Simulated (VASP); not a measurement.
Here is a VASP 6.6.1 calculation.

POSCAR

```
Al2Cu
1.0
    4.1051820000      0.0000000000      0.0000000000
    0.0000000000      4.1051820000      0.0000000000
    0.0000000000      0.0000000000      2.8913130000
Al Cu
2 1
Direct
    0.5000000000      0.0000000000      0.5000000000
    0.0000000000      0.5000000000      0.5000000000
    0.0000000000      0.0000000000      0.0000000000
```

Contents of INCAR.step1:

```
PREC = Accurate ; ENCUT = 520
ISMEAR = 0 ; SIGMA = 0.1
LREAL = False ; LASPH = True
NELM = 100 ; NBANDS = 16
GGA = PE ; ALGO = Normal
EDIFF = 1E-4 ; LWAVE = True
LCHARG = False
```

Contents of INCAR.step2:

```
PREC = Accurate ; ENCUT = 520
EDIFF = 1E-7 ; ISMEAR = 0
SIGMA = 0.1 ; LREAL = False
LASPH = True ; NELM = 100
ALGO = Normal ; ISIF = 2
LWAVE = False ; LCHARG = False
METAGGA = R2SCAN ; LMIXTAU = True
NBANDS = 16 ; ISTART = 1
```

File KPOINTS:

```
Automatic mesh
0
Gamma
  6 6 8
```

Potentials or basis: VASP PAW PBE potentials, release 64 (Al, Cu).

Run with:

```bash
$ cat potpaw_PBE.64/Al/POTCAR potpaw_PBE.64/Cu/POTCAR > POTCAR
$ cp INCAR.step1 INCAR
$ mpirun -np 1 vasp_std > vasp.out
$ cp INCAR.step2 INCAR
$ mpirun -np 1 vasp_std > vasp.out
```

Question: Predict the pressure.

Answer: -2.1 GPa.

Stress tensor (GPa, compression positive):
```
-1.16  0.00  0.00
 0.00 -1.16  0.00
 0.00  0.00 -4.00
```

Caveat: the PAW data sets were made with another functional, which shifts forces and pressure a little.
